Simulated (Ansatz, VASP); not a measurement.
# Zn in VASP and in Ansatz

```
Zn
1.0
     0.00000    1.96478    1.96478
     1.96478    0.00000    1.96478
     1.96478    1.96478    0.00000
Zn
1
Direct
  0.00000 0.00000 0.00000
```

Alike in both runs: task relaxation of cell and atoms; functional PBE-based screened hybrid; k mesh 6 × 6 × 6; occupations fermi-dirac, width 0.05 eV; no spin polarisation.

```csv
,VASP,Ansatz
version,VASP 6.6.1,Ansatz 0.2.0
potentials or method,"VASP PAW PBE potentials, release 64 (Zn)",Ansatz PAW
plane-wave cutoff (eV),500,420
valence electrons in the cell,12,12
```

Ansatz gave:

```
gap on the k mesh at the Fermi level, each at its own relaxed structure (eV) : none
relaxed volume (Å³/atom)                                                     : 15.14
relaxed cell length with the largest relative difference (Å)                 : 2.777
```

Task: Estimate VASP's values.

Result: gap on the k mesh at the Fermi level, each at its own relaxed structure (eV): none; relaxed volume (Å³/atom): 15.17; relaxed cell length with the largest relative difference (Å): 2.779.

VASP's potentials were made for PBE, not for PBE-based screened hybrid. A gap of «none» marks a metal or a gap that the smearing closes.

The k mesh is coarse, so the values compare programs but aren't converged. Noted on VASP's run: the relaxation stopped at its first step, so nothing moved. Noted on Ansatz's run: the plane-wave basis is chosen anew once the cell has moved, so the energies of steps on either side of that aren't comparable.
